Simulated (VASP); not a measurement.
Wanted: the native input for a VASP 6.6.1 run.

- Task: single point
- Functional: PBE
- Dispersion: D3(BJ)
- Potentials or basis: VASP PAW PBE potentials, release 64 (Mo_sv, S)
- Cutoff: 500 eV
- k mesh: 12 × 12 × 12
- Occupations: gaussian, width 0.02 eV
- Spin: no spin polarisation
- Hubbard terms: Mo d U = 5.0 eV
- Dipole correction: no
- Further INCAR settings: ALGO = Normal; EDIFF = 1e-06; NBANDS = 20

The structure of MoS2 lies in POSCAR:

```
MoS2
1.0
    1.5620666835      0.9018596202      5.7415053204
   -1.5620666835      0.9018596202      5.7415053204
    0.0000000000     -1.8037192404      5.7415053204
Mo S
1 2
Direct
    0.0000492343      0.0000492343      0.0000492343
    0.2427180768      0.2427180768      0.2427180768
    0.4242326890      0.4242326890      0.4242326890
```

One way to write it, as run:

INCAR

```
PREC = Accurate
ENCUT = 500
EDIFF = 1E-6
ISMEAR = 0
SIGMA = 0.02
LREAL = F
LASPH = T
NELM = 200
ALGO = Normal
ISIF = 2
LWAVE = F
LCHARG = F
LMAXMIX = 4
LDAU = T
LDAUTYPE = 2
LDAUL = 2 -1
LDAUU = 5 0
LDAUJ = 0 0
LDAUPRINT = 1
GGA = PE
IVDW = 12
NBANDS = 20
GGA_COMPAT = F
```

KPOINTS

```
regular mesh
0
Gamma
  12 12 12
```

Potentials or basis: VASP PAW PBE potentials, release 64 (Mo_sv, S).

Run with:

```bash
$ cat potpaw_PBE.64/Mo_sv/POTCAR potpaw_PBE.64/S/POTCAR > POTCAR
$ mpirun -np 1 vasp_std > vasp.out
```

Results of the run:

```
Pressure                   : 7.3 GPa
Largest force              : 0.336 eV/Å
Band gap on the k mesh     : 0.60 eV (least direct gap 1.74 eV)
Dispersion energy per atom : -0.470 eV
```

Caveat: the cell stands under pressure.

It took 2.9 min on 1 thread of Intel(R) Xeon(R) 6975P-C (Granite Rapids), on a shared host, peak memory 0.42 GiB.
